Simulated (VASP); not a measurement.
Wanted: the native input for a VASP 6.6.1 run.

| Property | Result |
| --- | --- |
| Task | single point |
| Functional | LDA |
| Potentials or basis | VASP PAW LDA potentials, release 64 (Ta_pv, O) |
| Cutoff | 520 eV |
| k mesh | 4 × 4 × 4 |
| Occupations | gaussian, width 0.1 eV |
| Spin | no spin polarisation |
| Dipole correction | no |
| Further INCAR settings | ALGO = Normal; EDIFF = 1e-06; NBANDS = 35 |

The structure of Ta2O5 lies in POSCAR:

```
Ta2O5
1.0
    4.4186220000     -3.3267620000      0.0000000000
    4.4186220000      3.3267620000      0.0000000000
   -4.1758940000      0.0000000000      4.4597330000
Ta O
2 5
Direct
    0.2319330000      0.2052660000      0.1190880000
    0.7947340000      0.7680670000      0.8809120000
    0.5431400000      0.4568600000      0.5000000000
    0.4972170000      0.9831630000      0.9688890000
    0.9179230000      0.8927860000      0.7263110000
    0.1072140000      0.0820770000      0.2736890000
    0.0168370000      0.5027830000      0.0311110000
```

These files were run (other wordings do the same):

INCAR

```
SYSTEM = Ta2O5
ALGO = Normal ; EDIFF = 1E-6
ENCUT = 520 ; ISIF = 2
ISMEAR = 0 ; LASPH = .TRUE.
LCHARG = .FALSE. ; LREAL = .FALSE.
LWAVE = .FALSE. ; NBANDS = 35
NELM = 100 ; PREC = Accurate
SIGMA = 0.1
```

KPOINTS

```
k-points
0
G
  4 4 4
  0 0 0
```

Potentials or basis: VASP PAW LDA potentials, release 64 (Ta_pv, O).

Launch:

```console
$ cat potpaw_LDA.64/Ta_pv/POTCAR potpaw_LDA.64/O/POTCAR > POTCAR
$ mpirun -np 1 vasp_std > vasp.out
```

It gave:

The pressure is -6.5 GPa, the largest force is 0.747 eV/Å and the band gap on the k mesh is 3.17 eV (least direct gap 3.31 eV).

Caveat: the cell stands under tension; spin-orbit coupling is left out, which moves the levels of the heavy elements.

It took 75 s on 1 thread of Intel(R) Xeon(R) Platinum 8488C (Sapphire Rapids) (shared host), peak memory 0.27 GiB.
